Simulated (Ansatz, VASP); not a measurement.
BaS: VASP beside Ansatz

```
Ba S
1.0
     4.32453    0.00000    0.00000
    -2.16227    3.74515    0.00000
     0.00000    0.00000    4.01573
Ba S
1 1
Direct
  0.66667 0.33333 0.00000
  0.00000 0.00000 0.50000
```

Change from the starting cell: species swapped into the TiO type (P-6m2, No. 187).

Alike in both runs: task single point; functional PBE; k mesh 6 × 6 × 4; occupations gaussian, width 0.1 eV; no spin polarisation.

|  | VASP | Ansatz |
| --- | --- | --- |
| version | VASP 6.6.1 | Ansatz 0.2.0 |
| potentials or method | VASP PAW PBE potentials, release 64 (Ba_sv, S), cutoff 500 eV | scalar-relativistic, plane waves, PAW |
| valence electrons in the cell | 16 | 16 |

Ansatz gave:

| Property | Result |
| --- | --- |
| gap on the k mesh at the Fermi level (eV) | 2.05 |
| least direct gap on the mesh (eV) | 2.05 |
| pressure (GPa) | 0.3 |
| traceless stress, the component that is largest in VASP (GPa) | -0.91 |

Q: What did VASP give for the same quantities?

A: gap on the k mesh at the Fermi level (eV): 1.98; least direct gap on the mesh (eV): 1.98; pressure (GPa): 0.9; traceless stress, the component that is largest in VASP (GPa): -0.81.

Spin-orbit coupling is off throughout.
